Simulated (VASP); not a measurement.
# N in VASP: notebook

The runs below take N through single point, relaxation of the atoms, with PBE.

Program: VASP 6.6.1. These are calculated values, not measurements. Logs are shortened: lines on timing, memory, paths and dates and some standing lists are left out, and cuts for length are marked.

## (1) The cell of the first run

The cell holds a disordered packing, 16 atoms: a = 7.475 Å, b = 7.475 Å, c = 7.475 Å, α = 90.00°, β = 90.00°, γ = 90.00°.

## (2) Single point, PBE

Input file INCAR:

```
SYSTEM = N
PREC = Accurate
ENCUT = 520
EDIFF = 1E-6
ISMEAR = -1
SIGMA = 0.05
LREAL = Auto
LASPH = .True.
NELM = 80
ALGO = Normal
ISIF = 2
LWAVE = .False.
LCHARG = .True.
GGA = PE
LELF = .True.
LVHAR = .True.
NBANDS = 54
```

Input file KPOINTS:

```
regular mesh
0
Gamma
  1 1 1
  0 0 0
```

Input file POSCAR:

```
N
1.0
    7.4745810000      0.0000000000      0.0000000000
    0.0000000000      7.4745810000      0.0000000000
    0.0000000000      0.0000000000      7.4745810000
N
16
Direct
    0.0756697934      0.4476772678      0.7204015851
    0.0066492021      0.3482603239      0.6338549278
    0.4670228338      0.3783222096      0.2306216228
    0.4559988045      0.4403591318      0.3598061216
    0.6835299531      0.5618642704      0.7123743792
    0.5432277742      0.5208184914      0.7335126879
    0.5133398113      0.8212901834      0.4750099036
    0.4922416387      0.9524681049      0.5389465978
    0.2721088981      0.7430516841      1.1580047096
    0.2806444937      0.7678958861      1.0155886999
   -0.0972094623      1.0019156927      0.2945048023
   -0.0153052057      0.9861823693      0.4183913453
    0.6584181776     -0.0976643373      0.8511513890
    0.7855156028     -0.0214460182      0.8485559257
    0.7283083828      0.6529061629      0.1274051348
    0.8662023998      0.6319150197      0.1706048807
```

Potentials or basis: VASP PAW PBE potentials, release 64 (N).

The run is started by

```bash
> cat potpaw_PBE.64/N/POTCAR > POTCAR
> mpirun -np 1 vasp_gam > vasp.out
```

OUTCAR:

```text
SYSTEM = N
   PREC = Accurate
   ENCUT = 520
   EDIFF = 1E-6
   ISMEAR = -1
   LREAL = Auto
   LASPH = .True.
   NELM = 80
   ISIF = 2
   GGA = PE

 ion  position               nearest neighbor table
   1  0.076  0.448  0.720-   2 1.11
   2  0.007  0.348  0.634-   1 1.11
   3  0.467  0.378  0.231-   4 1.07
   4  0.456  0.440  0.360-   3 1.07
   5  0.684  0.562  0.712-   6 1.10
   6  0.543  0.521  0.734-   5 1.10
   7  0.513  0.821  0.475-   8 1.10
   8  0.492  0.952  0.539-   7 1.10
   9  0.272  0.743  0.158-  10 1.08
  10  0.281  0.768  0.016-   9 1.08
  11  0.903  0.002  0.295-  12 1.12
  12  0.985  0.986  0.418-  11 1.12
  13  0.658  0.902  0.851-  14 1.11
  14  0.786  0.979  0.849-  13 1.11
  15  0.728  0.653  0.127-  16 1.09
  16  0.866  0.632  0.171-  15 1.09

  LATTYP: Found a simple cubic cell.
 ALAT       =     7.4745810000

  Lattice vectors:

 A1 = (   7.4745810000,   0.0000000000,   0.0000000000)
 A2 = (   0.0000000000,   7.4745810000,   0.0000000000)
 A3 = (   0.0000000000,   0.0000000000,   7.4745810000)

Analysis of symmetry for initial positions (statically):
=====================================================================
 Subroutine PRICEL returns:
 Original cell was already a primitive cell.

 Routine SETGRP: Setting up the symmetry group for a
 simple cubic supercell.

 Subroutine GETGRP returns: Found  1 space group operations
 (whereof  1 operations were pure point group operations)
 out of a pool of 48 trial point group operations.

The static configuration has the point symmetry C_1 .

Analysis of symmetry for dynamics (positions and initial velocities):
=====================================================================
 Subroutine PRICEL returns:
 Original cell was already a primitive cell.

 Routine SETGRP: Setting up the symmetry group for a
 simple cubic supercell.

 Subroutine GETGRP returns: Found  1 space group operations
 (whereof  1 operations were pure point group operations)
 out of a pool of 48 trial point group operations.

The dynamic configuration has the point symmetry C_1 .

 Subroutine INISYM returns: Found  1 space group operations
 (whereof  1 operations are pure point group operations),
 and found     1 'primitive' translations

----------------------------------------------------------------------------------------

                                     Primitive cell

  volume of cell :     417.6001

  direct lattice vectors                    reciprocal lattice vectors
     7.474581000  0.000000000  0.000000000     0.133786763  0.000000000  0.000000000
     0.000000000  7.474581000  0.000000000     0.000000000  0.133786763  0.000000000
     0.000000000  0.000000000  7.474581000     0.000000000  0.000000000  0.133786763

  length of vectors
     7.474581000  7.474581000  7.474581000     0.133786763  0.133786763  0.133786763

  position of ions in fractional coordinates (direct lattice)
     0.075669793  0.447677268  0.720401585
     0.006649202  0.348260324  0.633854928
     0.467022834  0.378322210  0.230621623
     0.455998804  0.440359132  0.359806122
     0.683529953  0.561864270  0.712374379
     0.543227774  0.520818491  0.733512688
     0.513339811  0.821290183  0.475009904
     0.492241639  0.952468105  0.538946598
     0.272108898  0.743051684  0.158004710
     0.280644494  0.767895886  0.015588700
     0.902790538  0.001915693  0.294504802
     0.984694794  0.986182369  0.418391345
     0.658418178  0.902335663  0.851151389
     0.785515603  0.978553982  0.848555926
     0.728308383  0.652906163  0.127405135
     0.866202400  0.631915020  0.170604881

  ion indices of the primitive-cell ions
   primitive index   ion index
                 1           1
                 2           2
                 3           3
                 4           4
                 5           5
                 6           6
                 7           7
                 8           8
                 9           9
                10          10
                11          11
                12          12
                13          13
                14          14
                15          15
                16          16

----------------------------------------------------------------------------------------

 KPOINTS: regular mesh

Automatic generation of k-mesh.
 Grid dimensions read from file:
 generate k-points for:    1    1    1

 Generating k-lattice:

  Cartesian coordinates                     Fractional coordinates (reciprocal lattice)
     0.133786763  0.000000000  0.000000000     1.000000000  0.000000000  0.000000000
     0.000000000  0.133786763  0.000000000     0.000000000  1.000000000  0.000000000
     0.000000000  0.000000000  0.133786763     0.000000000  0.000000000  1.000000000

  Length of vectors
     0.133786763  0.133786763  0.133786763

  Shift w.r.t. Gamma in fractional coordinates (k-lattice)
     0.000000000  0.000000000  0.000000000

 Subroutine IBZKPT returns following result:
 ===========================================

 Found      1 irreducible k-points:

 Following reciprocal coordinates:
            Coordinates               Weight
  0.000000  0.000000  0.000000      1.000000
   k-points           NKPTS =      1   k-points in BZ     NKDIM =      1   number of bands    NBANDS=     54
   number of dos      NEDOS =    301   number of ions     NIONS =     16
   total plane-waves  NPLWV = 175616
   dimension x,y,z NGX =    56 NGY =   56 NGZ =   56
   dimension x,y,z NGXF=   112 NGYF=  112 NGZF=  112
   ions per type =              16
   NGX,Y,Z   is equivalent  to a cutoff of  12.46, 12.46, 12.46 a.u.
   NGXF,Y,Z  is equivalent  to a cutoff of  24.91, 24.91, 24.91 a.u.
 SYSTEM =  N
   PREC   = accura    normal or accurate (medium, high low for compatibility)
   ISTART =      0    job   : 0-new  1-cont  2-samecut
   ICHARG =      2    charge: 1-file 2-atom 10-const
   ISPIN  =      1    spin polarized calculation?
   LNONCOLLINEAR =      F non collinear calculations
   LSORBIT =      F    spin-orbit coupling
   LASPH  =      T    aspherical Exc in radial PAW
   ENCUT  =  520.0 eV  38.22 Ry    6.18 a.u.  13.90 13.90 13.90*2*pi/ulx,y,z
   NELM   =     80;   NELMIN=  2; NELMDL= -5     # of ELM steps
   EDIFF  = 0.1E-05   stopping-criterion for ELM
   LREAL  =      T    real-space projection
   EDIFFG = 0.1E-04   stopping-criterion for IOM
   NSW    =      0    number of steps for IOM
   IBRION =     -1    ionic relax: 0-MD 1-quasi-New 2-CG
   NFREE  =      0    steps in history (QN), initial steepest desc. (CG)
   ISIF   =      2    stress and relaxation
   ISYM   =      2    0-nonsym 1-usesym 2-fastsym
   POTIM  = 0.5000    time-step for ionic-motion
   TEBEG  =    0.0;   TEEND  =   0.0 temperature during run
   PSTRESS=    0.0 pullay stress
   NELECT =      80.0000    total number of electrons
   NUPDOWN=      -1.0000    fix difference up-down
   EMIN   =  10.00;   EMAX   =-10.00  energy-range for DOS
   EFERMI =   0.00;   METHOD = LEGACY
   ISMEAR =    -1;   SIGMA  =   0.05  broadening in eV -4-tet -1-fermi 0-gaus
   EFERMI_NEDOS =   21; number of points for ismear=-14 and -15
   IALGO  =     38    algorithm
   IMIX   =      4    mixing-type and parameters
     AMIX     =   0.40;   BMIX     =  1.00
     AMIX_MAG =   1.60;   BMIX_MAG =  1.00
  volume/ion in A,a.u.               =      26.10       176.13
  Fermi-wavevector in a.u.,A,eV,Ry     =   0.943738  1.783406 12.117905  0.890641
  Thomas-Fermi vector in A             =   2.071474
   LORBIT       =      0    0 simple, 1 ext, 2 COOP (PROOUT), +10 PAW based schemes
   GGA     = PE    functional components
   LHFCALC =     F    Hartree Fock is set to
   AEXX    =    0.0000 exact exchange contribution
   IVDW    =     0    specifies the selected vdW correction
   LEPSILON=     F    determine dielectric tensor
   LRPA    =     F    only Hartree local field effects (RPA)
 non-spin polarized calculation
  energy-cutoff  :      520.00
  volume of cell :      417.60
 maximum number of plane-waves:      5562
 NGX is ok and might be reduce to    54
   NGX = 27   NGY = 27   NGZ = 27

 number of electron      79.9999995 magnetization

 Free energy of the ion-electron system (eV)
  ---------------------------------------------------
  ext. energy  EPLUGINS =         0.00000000
  ---------------------------------------------------
  free energy    TOTEN  =      -132.39035715 eV

  energy without entropy =     -132.39035715  energy(sigma->0) =     -132.39035715

 E-fermi :  -5.5436     XC(G=0):  -5.8043

 val. band max:       -6.7485802939   @ k =   0.0000   0.0000   0.0000
 cond. band min:       0.4263788343   @ k =   0.0000   0.0000   0.0000
 fundamental gap:      7.1749591282
 Fermi energy:        -5.5436176060

 k-point     1 :       0.0000    0.0000    0.0000
  band No.  band energies     occupation
      1     -25.7946      2.00000
      2     -25.6706      2.00000
      3     -25.5510      2.00000
      4     -25.3942      2.00000
      5     -25.2523      2.00000
      6     -25.2173      2.00000
      7     -25.2061      2.00000
      8     -25.0729      2.00000
      9     -10.8618      2.00000
     10     -10.7442      2.00000
     11     -10.7212      2.00000
     12     -10.5647      2.00000
     13     -10.5076      2.00000
     14     -10.3956      2.00000
     15     -10.2167      2.00000
     16     -10.1781      2.00000
     17      -9.3116      2.00000
     18      -9.1004      2.00000
     19      -9.0742      2.00000
     20      -8.9902      2.00000
     21      -8.8471      2.00000
     22      -8.7942      2.00000
     23      -8.7022      2.00000
     24      -8.6054      2.00000
     25      -8.5748      2.00000
     26      -8.4902      2.00000
     27      -8.4447      2.00000
     28      -8.4304      2.00000
     29      -8.3897      2.00000
     30      -8.3264      2.00000
     31      -8.2475      2.00000
     32      -8.1557      2.00000
     33      -7.8764      2.00000
     34      -7.2291      2.00000
     35      -7.1682      2.00000
     36      -7.0631      2.00000
     37      -7.0194      2.00000
     38      -6.9244      2.00000
     39      -6.8544      2.00000
     40      -6.7486      2.00000
     41       0.4264      0.00000
     42       0.6117      0.00000
     43       0.6270      0.00000
     44       0.7193      0.00000
     45       0.7631      0.00000
     46       0.8066      0.00000
     47       0.9941      0.00000
     48       1.0042      0.00000
     49       1.1521      0.00000
     50       1.2392      0.00000
     51       1.2930      0.00000
     52       1.3853      0.00000
 [bands above 52 left out]

------------------------ aborting loop because EDIFF is reached ----------------------------------------

  FORCE on cell =-STRESS in cart. coord.  units (eV):
  Direction    XX          YY          ZZ          XY          YZ          ZX
  --------------------------------------------------------------------------------------
  -------------------------------------------------------------------------------------
  Total        7.2337741      6.3915065     14.3713102     -0.0535633      2.4660459      0.5082129
  in kB       27.7533215     24.5218518     55.1374132     -0.2055026      9.4613079      1.9498255
  external PRESSURE =      35.8041955 kB  Pullay stress =       0.0000000 kB

 VOLUME and BASIS-vectors are now :
 -----------------------------------------------------------------------------
  energy-cutoff  :      520.00
  volume of cell :      417.60
      direct lattice vectors                 reciprocal lattice vectors
     7.474581000  0.000000000  0.000000000     0.133786763  0.000000000  0.000000000
     0.000000000  7.474581000  0.000000000     0.000000000  0.133786763  0.000000000
     0.000000000  0.000000000  7.474581000     0.000000000  0.000000000  0.133786763

 POSITION                                       TOTAL-FORCE (eV/Angst)
 -----------------------------------------------------------------------------------
      0.56560      3.34620      5.38470         0.150115      0.034517      0.093079
      0.04970      2.60310      4.73780         0.044898     -0.074169     -0.087722
      3.49080      2.82780      1.72380         0.483772     -3.085129     -6.080852
      3.40840      3.29150      2.68940        -0.631745      2.675337      6.021158
      5.10910      4.19970      5.32470         1.140672      0.199667     -0.179468
      4.06040      3.89290      5.48270        -1.263166     -0.572272      0.343495
      3.83700      6.13880      3.55050         0.213476     -1.280497     -0.880056
      3.67930      7.11930      4.02840        -0.450195      1.614123      0.501822
      2.03390      5.55400      1.18102        -0.372074     -0.807071      5.019587
      2.09770      5.73970      0.11652         0.272974      0.922163     -5.158792
      6.74798      0.01432      2.20130         0.296880      0.113347      0.468742
      7.36018      7.37130      3.12730        -0.228122      0.044437     -0.405804
      4.92140      6.74458      6.36200        -0.521904     -0.054833      0.265101
      5.87140      7.31428      6.34260         0.752825      0.523125      0.010112
      5.44380      4.88020      0.95230        -3.210942      0.421389     -0.962648
      6.47450      4.72330      1.27520         3.322536     -0.674135      1.032246
 -----------------------------------------------------------------------------------
    total drift:                               -0.000888      0.001820     -0.001947

  FREE ENERGIE OF THE ION-ELECTRON SYSTEM (eV)
  ---------------------------------------------------
  free  energy   TOTEN  =      -132.3903571516 eV

  energy  without entropy=     -132.3903571515  energy(sigma->0) =     -132.39035715
```

Wall time 35 s (1 thread of Intel Xeon Platinum 8488C (Sapphire Rapids), shared host); peak memory 0.36 GiB.

Results:

| Item | Value |
| --- | --- |
| Free energy | -132.3904 eV |
| Pressure | 3.6 GPa |
| Largest force | 6.836 eV/Å |

Forces in eV/Å, atoms in the order of the input:
```
N    0.150  0.035  0.093
N    0.045 -0.074 -0.088
N    0.484 -3.085 -6.081
N   -0.632  2.675  6.021
N    1.141  0.200 -0.179
N   -1.263 -0.572  0.343
N    0.213 -1.280 -0.880
N   -0.450  1.614  0.502
N   -0.372 -0.807  5.020
N    0.273  0.922 -5.159
N    0.297  0.113  0.469
N   -0.228  0.044 -0.406
N   -0.522 -0.055  0.265
N    0.753  0.523  0.010
N   -3.211  0.421 -0.963
N    3.323 -0.674  1.032
```

Levels at points of the mesh, in eV from the Fermi level:
```csv
k point,band 38,band 39,band 40,band 41,band 42,band 43
"(0.00, 0.00, 0.00)",-1.38,-1.31,-1.20,5.97,6.16,6.17
```

Caveat: the k points lie up to 0.84 Å⁻¹ apart; the standard files for N, O and F lose accuracy on very short bonds; the atoms stand as in a frame of molecular dynamics.

[end of part 1 of 3]
